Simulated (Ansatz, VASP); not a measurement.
## One calculation of Hf, two programs

```xyz
1
Lattice="0.0000 2.2093 2.2089 2.2094 0.0000 2.2089 2.2094 2.2093 0.0000" Properties=species:S:1:pos:R:3 pbc="T T T"
Hf    2.2094    2.2093    2.2089
```

Alike in both runs: functional PBEsol; k mesh 22 × 22 × 22; occupations gaussian, width 0.1 eV; no spin polarisation.

Ansatz relaxed the structure, and its values are those at the end. VASP's run is a single point on that final structure, the one shown.

|  | VASP | Ansatz |
| --- | --- | --- |
| version | VASP 6.6.1 | Ansatz 0.2.0 |
| potentials or method | VASP PAW PBE potentials, release 64 (Hf_pv), cutoff 520 eV | scalar-relativistic, plane waves, PAW |
| valence electrons in the cell | 10 | 26 |

|  | VASP | Ansatz | Ansatz less VASP |
| --- | --- | --- | --- |
| gap on the k mesh at the Fermi level (eV) | none | none | - |
| pressure (GPa) | -0.4 | 0.0 | +0.38 |

VASP's potentials were made for PBE, not for PBEsol. A gap of «none» marks a metal or a gap that the smearing closes. The functional is the same, so the differences come from potentials, cutoffs and numerics. VASP's potentials hold 10 valence electrons a cell and Ansatz's 26, so a difference there can come from the potentials and not from the codes.

Neither program's run includes spin-orbit coupling.
